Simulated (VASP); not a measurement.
A run of VASP 6.6.1 is set up as follows.

The input INCAR:

```
SYSTEM = SrO
  PREC = Accurate
  ENCUT = 520
  EDIFF = 1E-7
  ISMEAR = 0
  SIGMA = 0.05
  LREAL = .FALSE.
  LASPH = .TRUE.
  NELM = 100
  ALGO = Normal
  ISIF = 2
  LWAVE = .FALSE.
  LCHARG = .FALSE.
  GGA = CA
  NBANDS = 24
```

The input KPOINTS:

```
regular mesh
0
G
  9 9 6
  0 0 0
```

The input POSCAR:

```
SrO
1.0
    4.0233677962      0.0000000000      0.0000000000
   -2.0116838981      3.4843387203      0.0000000000
    0.0000000000      0.0000000000      5.8219207631
Sr O
2 2
Direct
    0.3333333333      0.6666666667      0.9381277000
    0.6666666667      0.3333333333      0.4381277000
    0.3333333333      0.6666666667      0.4368723000
    0.6666666667      0.3333333333      0.9368723000
```

Potentials or basis: VASP PAW LDA potentials, release 64 (Sr_sv, O).

Run with:

```sh
$ cat potpaw_LDA.64/Sr_sv/POTCAR potpaw_LDA.64/O/POTCAR > POTCAR
$ mpirun -np 1 vasp_std > vasp.out
```

(1) Predict the largest force.

(2) Estimate the pressure.

(3) Predict the band gap on the k mesh.

Results:

(1) 0.016 eV/Å.

(2) 0.2 GPa.

(3) 2.11 eV (least direct gap 2.58 eV).

Caveat: an odd mesh through Γ misses points on the zone boundary, where band edges can lie.
